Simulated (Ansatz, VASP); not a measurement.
## InP: VASP beside Ansatz

INCAR

```
SYSTEM = InP
PREC = Accurate ; ENCUT = 520
EDIFF = 1E-6 ; ISMEAR = 0
SIGMA = 0.02 ; LREAL = .FALSE.
LASPH = .TRUE. ; NELM = 80
ALGO = Normal ; ISIF = 2
LWAVE = .FALSE. ; LCHARG = .TRUE.
GGA = CA ; LELF = .TRUE.
LVHAR = .TRUE. ; NBANDS = 16
```

The input KPOINTS:

```
regular mesh
0
G
  8 8 8
  0 0 0
```

The input POSCAR:

```
InP
1.0
    0.0000000000      2.9133831380      2.9133831380
    2.9133831380      0.0000000000      2.9133831380
    2.9133831380      2.9133831380      0.0000000000
In P
1 1
Direct
    1.0000000000      0.0000000000      0.0000000000
    0.2500000000      0.2500000000      0.2500000000
```

Input for Ansatz:

```yaml
crystal:
  lattice:
    - [0.0, 2.913383138, 2.913383138]
    - [2.913383138, 0.0, 2.913383138]
    - [2.913383138, 2.913383138, 0.0]
  atoms:
    - { symbol: In, position: [1.0, 0.0, 0.0] }
    - { symbol: P, position: [0.25, 0.25, 0.25] }
basis:
  ecutwfc: 420
kpoints:
  mp_grid: { grid: [8, 8, 8] }
scf:
  occupations: { method: gaussian, width: 0.02 }
  n_extra_bands: 4
hamiltonian:
  xc: lda
  pseudopotentials: { kind: paw, azcp: { folder: soft_1 } }
output:
  eigenvalues: true
  forces: true
  stress: true
```

Alike in both runs: task single point; functional LDA; k mesh 8 × 8 × 8; occupations gaussian, width 0.02 eV; no spin polarisation.

```csv
,VASP,Ansatz
version,VASP 6.6.1,Ansatz 0.2.0
potentials or method,"VASP PAW LDA potentials, release 64 (In_d, P), cutoff 520 eV","plane-wave PAW, scalar-relativistic"
valence electrons in the cell,18,18
```

VASP gave:

| Item | Value |
| --- | --- |
| gap on the k mesh at the Fermi level (eV) | 0.61 |
| pressure (GPa) | 0.0 |

Which values does Ansatz return?

gap on the k mesh at the Fermi level (eV): 0.57; pressure (GPa): 0.0.

Ansatz warns that its potentials were made for another functional, while VASP's fit it. LDA's correlation is that of Perdew and Zunger in VASP and of Perdew and Wang (1992) in Ansatz.
